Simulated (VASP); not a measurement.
Ta4C3, 7 atoms in the cell. It takes space group R3m (No. 160, trigonal). The conventional cell has a = 2.793 Å, b = 2.793 Å, c = 30.494 Å, α = 90.00°, β = 90.00°, γ = 120.00°. Ta (site symmetry 3m) has 6 C at 2.10 to 2.11 Å and 6 Ta at 2.79 Å within 2.8 Å. Within 2.6 Å of Ta (site symmetry 3m) lie 3 C at 1.99 Å. Ta (site symmetry 3m) has 3 C at 2.03 Å and 6 Ta at 2.79 Å within 2.8 Å. Within 2.8 Å of Ta (site symmetry 3m) lie 6 C at 2.05 to 2.08 Å and 6 Ta at 2.79 Å. C (site symmetry 3m) has 6 Ta at 2.03 to 2.05 Å and 6 C at 2.79 Å within 2.8 Å. Within 2.8 Å of C (site symmetry 3m) lie 6 Ta at 1.99 to 2.10 Å and 7 C at 2.70 to 2.79 Å. Within 2.8 Å of C (site symmetry 3m) lie 6 Ta at 2.08 to 2.11 Å and 7 C at 2.70 to 2.79 Å.  This cell differs from its parent crystal: strain -0.1000 x Voigt [1, 1, 0, 0, 0, 0].

```yaml
Program: VASP 6.6.1
Task: single point
Functional: PBEsol
Potentials_or_basis: VASP PAW PBE potentials, release 64 (Ta_pv, C)
Cutoff: 520 eV
k_mesh: 12 × 12 × 12
Occupations: gaussian, width 0.15 eV
Spin: no spin polarisation
Dipole_correction: no
Further_INCAR_settings: ALGO = Normal; EDIFF = 1e-06; NBANDS = 37
```

Potentials or basis: VASP PAW PBE potentials, release 64 (Ta_pv, C).

Launch:

```console
$ cat potpaw_PBE.64/Ta_pv/POTCAR potpaw_PBE.64/C/POTCAR > POTCAR
$ mpirun -np 1 vasp_std > vasp.out
```

Hardware: 1 thread of Intel(R) Xeon(R) 6975P-C (Granite Rapids) (shared host).

**Question.** How long does it take, and how much memory?

**Answer.** Wall time 65 min on 1 thread of Intel(R) Xeon(R) 6975P-C (Granite Rapids), on a shared host, peak memory 1.2 GiB. Counts: scf iterations 16, k points 189.
